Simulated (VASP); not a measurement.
Runs of VASP 6.6.1 on TiC. The structure is that of space group Fm-3m (No. 225), or close to it. The cells are those of the table. 

```tsv
task	cell	cutoff (eV)	gap on the mesh (eV)	pressure (GPa)
relaxation of cell and atoms	relaxed to 40 GPa from a = 2.916 Å, angles 60.0°, 2 atoms	600	none	40.0
relaxation of cell and atoms	relaxed to -2 GPa from a = 3.055 Å, angles 60.0°, 2 atoms	600	none	-2.0
single point	a = 2.918 Å, angles 60.0°, 2 atoms	520	none	(a)
single point	a = 3.036 Å, angles 60.0°, 2 atoms	520	none	0.2
single point	a = 3.017 Å, angles 60.0°, 2 atoms	520	none	5.3
```

Alike in all rows: level PBEsol; potentials or basis VASP PAW PBE potentials, release 64 (Ti_sv, C); no spin polarisation; k mesh 16 × 16 × 16; smearing gaussian 0.1 eV.

**Question.** Estimate the missing entries.

**Answer.** (a) 40.1.

Caveats: the PAW data sets were made with another functional, which shifts forces and pressure a little; the cell is relaxed towards a set pressure, so the enthalpy falls and the energy may rise (some runs).

A gap of «none» marks levels without a gap at the run's occupations.
